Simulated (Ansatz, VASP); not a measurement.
**PbS: VASP beside Ansatz**

INCAR

```
SYSTEM = PbS
  PREC = Accurate
  ENCUT = 520
  EDIFF = 1E-6
  ISMEAR = 0
  SIGMA = 0.01
  LREAL = .FALSE.
  LASPH = .TRUE.
  NELM = 60
  ALGO = Normal
  ISIF = 2
  LWAVE = .FALSE.
  LCHARG = .FALSE.
  NBANDS = 28
```

KPOINTS

```
regular mesh
0
G
  6 6 6
  0 0 0
```

File POSCAR:

```
PbS
1.0
    2.0637484134     -5.8692756837      0.0000000000
    2.0637484134      5.8692756837      0.0000000000
    0.0000000000      0.0000000000      4.2604423684
Pb S
2 2
Direct
    0.8722772593      0.1277227407      0.7500000000
    0.1277227407      0.8722772593      0.2500000000
    0.6436799881      0.3563200119      0.7500000000
    0.3563200119      0.6436799881      0.2500000000
```

Input for Ansatz:

```yaml
crystal:
  lattice:
    - [2.0637484134, -5.8692756837, 0.0]
    - [2.0637484134, 5.8692756837, 0.0]
    - [0.0, 0.0, 4.2604423684]
  atoms:
    - { symbol: Pb, position: [0.8722772593, 0.1277227407, 0.75] }
    - { symbol: Pb, position: [0.1277227407, 0.8722772593, 0.25] }
    - { symbol: S, position: [0.6436799881, 0.3563200119, 0.75] }
    - { symbol: S, position: [0.3563200119, 0.6436799881, 0.25] }
kpoints:
  mp_grid: { grid: [6, 6, 6] }
  band_path:
    path:
      - [0.0, 0.0, 0.0]
      - [-0.5, 0.5, 0.0]
      - [-0.2809089673, 0.7190910327, 0.0]
      - [0.2809089673, 0.2809089673, 0.0]
      - [0.0, 0.0, 0.5]
      - [0.2809089673, 0.2809089673, 0.5]
      - [-0.2809089673, 0.7190910327, 0.5]
      - [-0.5, 0.5, 0.5]
      - [0.0, 0.5, 0.0]
      - [-0.5, -0.5, 0.36849]
      - [0.453125, 0.453125, 0.0]
      - [-0.5, 0.5, 0.35]
    npoints: 1
hamiltonian:
  xc: lda
scf:
  occupations: { method: fixed }
  n_extra_bands: 5
output:
  forces: true
  stress: true
  eigenvalues: true
```

Alike in both runs: task single point; functional LDA; k mesh 6 × 6 × 6; no spin polarisation.

```csv
,VASP,Ansatz
version,VASP 6.6.1,Ansatz 0.2.0
potentials or method,"VASP PAW LDA potentials, release 64 (Pb_d, S)","plane waves, PAW"
plane-wave cutoff (eV),520,420
occupations,"gaussian, width 0.01 eV",fixed
valence electrons in the cell,40,40
```

|  | VASP | Ansatz | Ansatz less VASP |
| --- | --- | --- | --- |
| gap on the k mesh at the Fermi level (eV) | 1.03 | 1.04 | +0.016 |
| pressure (GPa) | -2.7 | -2.7 | -0.02 |
| traceless stress, the component that is largest in VASP (GPa) | 0.44 | 0.46 | +0.024 |
| rms of the force components (eV/Å) | 0.036 | 0.041 | +0.0051 |

LDA's correlation is that of Perdew and Zunger in VASP and of Perdew and Wang (1992) in Ansatz. Atom by atom the forces differ by 0.005 eV/Å (rms over components).

Neither program's run includes spin-orbit coupling.
